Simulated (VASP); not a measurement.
# GaCuSe2 (P-4m2) in VASP: notebook

GaCuSe2 is run at these levels: r2SCAN, PBE; tasks: single point, relaxation of cell and atoms.

Everything below comes from runs of VASP 6.6.1. Logs are shortened: lines on timing, memory, paths and dates and some standing lists are left out, and cuts for length are marked.

## 1. The cell of the first run

Symmetry: P-4m2, No. 115, tetragonal system. Conventional cell: a = 3.931 Å, b = 3.931 Å, c = 5.642 Å, α = 90.00°, β = 90.00°, γ = 90.00°. Cu (site symmetry -4m2) has 4 Se at 2.40 Å within 3.2 Å. Within 3.2 Å of Se (site symmetry 2mm) lie 2 Cu at 2.40 Å and 2 Ga at 2.44 Å. Ga (site symmetry -4m2) has 4 Se at 2.44 Å within 3.2 Å.

## 2. Single point, r2SCAN

POSCAR

```
GaCuSe2
1.0
    3.9307077111      0.0000000000      0.0000000000
    0.0000000000      3.9307077111      0.0000000000
    0.0000000000      0.0000000000      5.6421421677
Cu Se Ga
1 2 1
Direct
    0.0000000000      0.0000000000      0.0000000000
    0.0000000000      0.5000000000      0.2427764291
    0.5000000000      0.0000000000      0.7572235709
    0.5000000000      0.5000000000      0.5000000000
```

INCAR.step1

```
SYSTEM = GaCuSe2
PREC = Accurate
ENCUT = 520
ISMEAR = -1
SIGMA = 0.02
LREAL = .FALSE.
LASPH = .TRUE.
NELM = 80
NBANDS = 26
GGA = PE
ALGO = Normal
EDIFF = 1E-4
LWAVE = .TRUE.
LCHARG = .FALSE.
```

INCAR.step2

```
SYSTEM = GaCuSe2
PREC = Accurate
ENCUT = 520
EDIFF = 1E-6
ISMEAR = -1
SIGMA = 0.02
LREAL = .FALSE.
LASPH = .TRUE.
NELM = 80
ALGO = Normal
ISIF = 2
LWAVE = .FALSE.
LCHARG = .FALSE.
METAGGA = R2SCAN
LMIXTAU = .TRUE.
NBANDS = 26
ISTART = 1
```

KPOINTS

```
regular mesh
0
G
  6 6 4
  0 0 0
```

Potentials or basis: VASP PAW PBE potentials, release 64 (Cu, Se, Ga_d).

The run is started by

```sh
cat potpaw_PBE.64/Cu/POTCAR potpaw_PBE.64/Se/POTCAR potpaw_PBE.64/Ga_d/POTCAR > POTCAR
cp INCAR.step1 INCAR
mpirun -np 1 vasp_std > vasp.out
cp INCAR.step2 INCAR
mpirun -np 1 vasp_std > vasp.out
```

OUTCAR:

```text
SYSTEM = GaCuSe2
   PREC = Accurate
   ENCUT = 520
   EDIFF = 1E-6
   ISMEAR = -1
   LREAL = .FALSE.
   LASPH = .TRUE.
   NELM = 80
   ISIF = 2
   METAGGA = R2SCAN
   ISTART = 1

 ion  position               nearest neighbor table
   1  0.000  0.000  0.000-   2 2.40   3 2.40   2 2.40   3 2.40
   2  0.000  0.500  0.243-   1 2.40   1 2.40   4 2.44   4 2.44
   3  0.500  0.000  0.757-   1 2.40   1 2.40   4 2.44   4 2.44
   4  0.500  0.500  0.500-   2 2.44   3 2.44   3 2.44   2 2.44

  LATTYP: Found a simple tetragonal cell.
 ALAT       =     3.9307077111
 C/A-ratio  =     1.4354010988

  Lattice vectors:

 A1 = (   3.9307077111,   0.0000000000,   0.0000000000)
 A2 = (   0.0000000000,   3.9307077111,   0.0000000000)
 A3 = (   0.0000000000,   0.0000000000,   5.6421421677)

Analysis of symmetry for initial positions (statically):
=====================================================================
 Subroutine PRICEL returns:
 Original cell was already a primitive cell.

 Routine SETGRP: Setting up the symmetry group for a
 simple tetragonal supercell.

 Subroutine GETGRP returns: Found  8 space group operations
 (whereof  8 operations were pure point group operations)
 out of a pool of 16 trial point group operations.

The static configuration has the point symmetry D_2d.

Analysis of symmetry for dynamics (positions and initial velocities):
=====================================================================
 Subroutine PRICEL returns:
 Original cell was already a primitive cell.

 Routine SETGRP: Setting up the symmetry group for a
 simple tetragonal supercell.

 Subroutine GETGRP returns: Found  8 space group operations
 (whereof  8 operations were pure point group operations)
 out of a pool of 16 trial point group operations.

The dynamic configuration has the point symmetry D_2d.

 Subroutine INISYM returns: Found  8 space group operations
 (whereof  8 operations are pure point group operations),
 and found     1 'primitive' translations

----------------------------------------------------------------------------------------

                                     Primitive cell

  volume of cell :      87.1737

  direct lattice vectors                    reciprocal lattice vectors
     3.930707711  0.000000000  0.000000000     0.254407113  0.000000000  0.000000000
     0.000000000  3.930707711  0.000000000     0.000000000  0.254407113  0.000000000
     0.000000000  0.000000000  5.642142168     0.000000000  0.000000000  0.177237647

  length of vectors
     3.930707711  3.930707711  5.642142168     0.254407113  0.254407113  0.177237647

  position of ions in fractional coordinates (direct lattice)
     0.000000000  0.000000000  0.000000000
     0.000000000  0.500000000  0.242776429
     0.500000000  0.000000000  0.757223571
     0.500000000  0.500000000  0.500000000

  ion indices of the primitive-cell ions
   primitive index   ion index
                 1           1
                 2           2
                 3           3
                 4           4

----------------------------------------------------------------------------------------

 KPOINTS: regular mesh

Automatic generation of k-mesh.
 Grid dimensions read from file:
 generate k-points for:    6    6    4

 Generating k-lattice:

  Cartesian coordinates                     Fractional coordinates (reciprocal lattice)
     0.042401185  0.000000000  0.000000000     0.166666667  0.000000000  0.000000000
     0.000000000  0.042401185  0.000000000     0.000000000  0.166666667  0.000000000
     0.000000000  0.000000000  0.044309412     0.000000000  0.000000000  0.250000000

  Length of vectors
     0.042401185  0.042401185  0.044309412

  Shift w.r.t. Gamma in fractional coordinates (k-lattice)
     0.000000000  0.000000000  0.000000000

 Subroutine IBZKPT returns following result:
 ===========================================

 Found     30 irreducible k-points:

 Following reciprocal coordinates:
            Coordinates               Weight
  0.000000  0.000000  0.000000      1.000000
  0.166667  0.000000  0.000000      4.000000
  0.333333  0.000000  0.000000      4.000000
  0.500000  0.000000  0.000000      2.000000
  0.166667  0.166667  0.000000      4.000000
  0.333333  0.166667  0.000000      8.000000
[... 16 lines left out ...]
  0.333333  0.000000  0.500000      4.000000
  0.500000  0.000000  0.500000      2.000000
 [... further k-points ...]
   k-points           NKPTS =     30   k-points in BZ     NKDIM =     30   number of bands    NBANDS=     26
   number of dos      NEDOS =    301   number of ions     NIONS =      4
   total plane-waves  NPLWV =  37800
   dimension x,y,z NGX =    30 NGY =   30 NGZ =   42
   dimension x,y,z NGXF=    60 NGYF=   60 NGZF=   84
   ions per type =               1   2   1
   NGX,Y,Z   is equivalent  to a cutoff of  12.69, 12.69, 12.38 a.u.
   NGXF,Y,Z  is equivalent  to a cutoff of  25.38, 25.38, 24.75 a.u.
 SYSTEM =  GaCuSe2
   PREC   = accura    normal or accurate (medium, high low for compatibility)
   ISTART =      1    job   : 0-new  1-cont  2-samecut
   ICHARG =      0    charge: 1-file 2-atom 10-const
   ISPIN  =      1    spin polarized calculation?
   LNONCOLLINEAR =      F non collinear calculations
   LSORBIT =      F    spin-orbit coupling
   LASPH  =      T    aspherical Exc in radial PAW
   ENCUT  =  520.0 eV  38.22 Ry    6.18 a.u.   7.31  7.31 10.49*2*pi/ulx,y,z
   NELM   =     80;   NELMIN=  2; NELMDL=  0     # of ELM steps
   EDIFF  = 0.1E-05   stopping-criterion for ELM
   LREAL  =      F    real-space projection
   EDIFFG = 0.1E-04   stopping-criterion for IOM
   NSW    =      0    number of steps for IOM
   IBRION =     -1    ionic relax: 0-MD 1-quasi-New 2-CG
   NFREE  =      0    steps in history (QN), initial steepest desc. (CG)
   ISIF   =      2    stress and relaxation
   ISYM   =      2    0-nonsym 1-usesym 2-fastsym
   POTIM  = 0.5000    time-step for ionic-motion
   TEBEG  =    0.0;   TEEND  =   0.0 temperature during run
   PSTRESS=    0.0 pullay stress
   NELECT =      36.0000    total number of electrons
   NUPDOWN=      -1.0000    fix difference up-down
   EMIN   =  10.00;   EMAX   =-10.00  energy-range for DOS
   EFERMI =   0.00;   METHOD = LEGACY
   ISMEAR =    -1;   SIGMA  =   0.02  broadening in eV -4-tet -1-fermi 0-gaus
   EFERMI_NEDOS =   21; number of points for ismear=-14 and -15
   IALGO  =     38    algorithm
   IMIX   =      4    mixing-type and parameters
     AMIX     =   0.40;   BMIX     =  1.00
     AMIX_MAG =   1.60;   BMIX_MAG =  1.00
  volume/ion in A,a.u.               =      21.79       147.07
  Fermi-wavevector in a.u.,A,eV,Ry     =   1.219122  2.303806 20.221773  1.486258
  Thomas-Fermi vector in A             =   2.354385
   LORBIT       =      0    0 simple, 1 ext, 2 COOP (PROOUT), +10 PAW based schemes
   METAGGA = R2SCAN    functional components
   LHFCALC =     F    Hartree Fock is set to
   AEXX    =    0.0000 exact exchange contribution
   IVDW    =     0    specifies the selected vdW correction
   LEPSILON=     F    determine dielectric tensor
   LRPA    =     F    only Hartree local field effects (RPA)
 non-spin polarized calculation
  energy-cutoff  :      520.00
  volume of cell :       87.17
 maximum number of plane-waves:      2380
 NGX is ok and might be reduce to    30
   NGX = 15   NGY = 15   NGZ = 21

 number of electron      36.0000015 magnetization

 Free energy of the ion-electron system (eV)
  ---------------------------------------------------
  ext. energy  EPLUGINS =         0.00000000
  ---------------------------------------------------
  free energy    TOTEN  =       -53.15130856 eV

  energy without entropy =      -53.15128845  energy(sigma->0) =      -53.15129851

 E-fermi :   4.0568     XC(G=0): -10.2530

 val. band max:        3.9377450812   @ k =   0.0000   0.0000   0.0000
 cond. band min:       4.1609685710   @ k =   0.0000   0.0000   0.0000
 fundamental gap:      0.2232234898
 Fermi energy:         4.0567629621

 k-point     1 :       0.0000    0.0000    0.0000
  band No.  band energies     occupation
      1     -12.3245      2.00000
      2     -12.1703      2.00000
      3     -12.1703      2.00000
      4     -12.1191      2.00000
      5     -12.0695      2.00000
      6     -11.3320      2.00000
[... 18 lines left out ...]
     25      13.1050      0.00000
     26      14.6154      0.00000

 k-point     2 :       0.1667    0.0000    0.0000
  band No.  band energies     occupation
      1     -12.3237      2.00000
      2     -12.2040      2.00000
      3     -12.1697      2.00000
      4     -12.1167      2.00000
      5     -12.0722      2.00000
      6     -11.1432      2.00000
[... 18 lines left out ...]
     25      13.1575      0.00000
     26      13.5083      0.00000

 k-point     3 :       0.3333    0.0000    0.0000
  band No.  band energies     occupation
      1     -12.3326      2.00000
      2     -12.2405      2.00000
      3     -12.1686      2.00000
      4     -12.1117      2.00000
      5     -12.0776      2.00000
      6     -10.6905      2.00000
[... 18 lines left out ...]
     25      12.0226      0.00000
     26      12.4810      0.00000

 k-point     4 :       0.5000    0.0000    0.0000
  band No.  band energies     occupation
      1     -12.3431      2.00000
      2     -12.2472      2.00000
      3     -12.1680      2.00000
      4     -12.1090      2.00000
      5     -12.0803      2.00000
      6     -10.3090      2.00000
[... 18 lines left out ...]
     25      10.8203      0.00000
     26      11.9424      0.00000

 k-point     5 :       0.1667    0.1667    0.0000
  band No.  band energies     occupation
      1     -12.3217      2.00000
      2     -12.2323      2.00000
      3     -12.1644      2.00000
      4     -12.1145      2.00000
      5     -12.0752      2.00000
      6     -10.9681      2.00000
[... 18 lines left out ...]
     25      12.1423      0.00000
     26      12.2741      0.00000

 k-point     6 :       0.3333    0.1667    0.0000
  band No.  band energies     occupation
      1     -12.3283      2.00000
      2     -12.2646      2.00000
      3     -12.1571      2.00000
      4     -12.1096      2.00000
      5     -12.0810      2.00000
      6     -10.5386      2.00000
[... 427 lines left out ...]
 k-point    21 :       0.0000    0.0000    0.5000
  band No.  band energies     occupation
      1     -12.3484      2.00000
      2     -12.1707      2.00000
      3     -12.1707      2.00000
      4     -12.1174      2.00000
      5     -12.0695      2.00000
      6     -10.9014      2.00000
[... 18 lines left out ...]
     25      11.3901      0.00000
     26      11.9477      0.00000

 k-point    22 :       0.1667    0.0000    0.5000
  band No.  band energies     occupation
      1     -12.3450      2.00000
      2     -12.1982      2.00000
      3     -12.1701      2.00000
      4     -12.1147      2.00000
      5     -12.0722      2.00000
      6     -10.7547      2.00000
[... 18 lines left out ...]
     25      10.5734      0.00000
     26      11.8757      0.00000

 k-point    23 :       0.3333    0.0000    0.5000
  band No.  band energies     occupation
      1     -12.3445      2.00000
      2     -12.2365      2.00000
      3     -12.1689      2.00000
      4     -12.1096      2.00000
      5     -12.0776      2.00000
      6     -10.4439      2.00000
[... 18 lines left out ...]
     25      11.2342      0.00000
     26      11.8966      0.00000

 k-point    24 :       0.5000    0.0000    0.5000
  band No.  band energies     occupation
      1     -12.3487      2.00000
      2     -12.2477      2.00000
      3     -12.1683      2.00000
      4     -12.1071      2.00000
      5     -12.0803      2.00000
      6     -10.2762      2.00000
[... 18 lines left out ...]
     25      12.1808      0.00000
     26      12.2302      0.00000

 [... further k-points ...]
[... 5 lines left out ...]
  --------------------------------------------------------------------------------------
  -------------------------------------------------------------------------------------
  Total        0.0637232      0.0637232      0.0470299      0.0000000      0.0000000     -0.0000000
  in kB        1.1711774      1.1711774      0.8643687      0.0000000      0.0000000     -0.0000000
  external PRESSURE =       1.0689078 kB  Pullay stress =       0.0000000 kB

 VOLUME and BASIS-vectors are now :
 -----------------------------------------------------------------------------
  energy-cutoff  :      520.00
  volume of cell :       87.17
      direct lattice vectors                 reciprocal lattice vectors
     3.930707711  0.000000000  0.000000000     0.254407113  0.000000000  0.000000000
     0.000000000  3.930707711  0.000000000     0.000000000  0.254407113  0.000000000
     0.000000000  0.000000000  5.642142168     0.000000000  0.000000000  0.177237647

 POSITION                                       TOTAL-FORCE (eV/Angst)
 -----------------------------------------------------------------------------------
      0.00000      0.00000      0.00000        -0.000000      0.000000      0.000000
      0.00000      1.96535      1.36978         0.000000      0.000000      0.000772
      1.96535      0.00000      4.27236        -0.000000      0.000000     -0.000772
      1.96535      1.96535      2.82107        -0.000000     -0.000000      0.000000
 -----------------------------------------------------------------------------------
    total drift:                                0.000000      0.000000      0.000000

  FREE ENERGIE OF THE ION-ELECTRON SYSTEM (eV)
  ---------------------------------------------------
  free  energy   TOTEN  =       -53.1513085593 eV

  energy  without entropy=      -53.1512884511  energy(sigma->0) =      -53.15129851
```

It took 4.1 min on 1 thread of Oxide Virtual Turin-like, shared host; peak memory 0.21 GiB.

Results:

| Property | Result |
| --- | --- |
| Free energy | -53.1513 eV |
| Pressure | 0.1 GPa |
| Band gap on the k mesh | 0.22 eV, direct |

Levels at points of the mesh, in eV from the valence-band top:
| k point | band 15 | band 16 | band 17 | band 18 | band 19 | band 20 | band 21 | band 22 |
| --- | --- | --- | --- | --- | --- | --- | --- | --- |
| (0.00, 0.00, 0.00) | -2.05 | -0.26 | 0.00 | 0.00 | 0.22 | 1.93 | 3.30 | 4.64 |
| (0.50, 0.00, 0.00) | -1.84 | -1.65 | -1.60 | -0.47 | 1.93 | 4.83 | 5.16 | 5.24 |
| (0.50, 0.50, 0.00) | -1.91 | -1.83 | -1.83 | -1.51 | 1.73 | 2.06 | 2.06 | 3.74 |
| (0.00, 0.00, 0.50) | -1.86 | -1.63 | -0.72 | -0.72 | 1.91 | 2.11 | 4.21 | 4.92 |
| (0.50, 0.00, 0.50) | -1.75 | -1.40 | -0.67 | -0.37 | 0.55 | 2.95 | 4.72 | 4.77 |
| (0.50, 0.50, 0.50) | -1.99 | -1.90 | -1.81 | -1.74 | 3.18 | 4.36 | 4.36 | 6.56 |

Caveat: the PAW data sets were made with another functional, which shifts forces and pressure a little. A k mesh can miss the band edges.

[end of part 1 of 2]
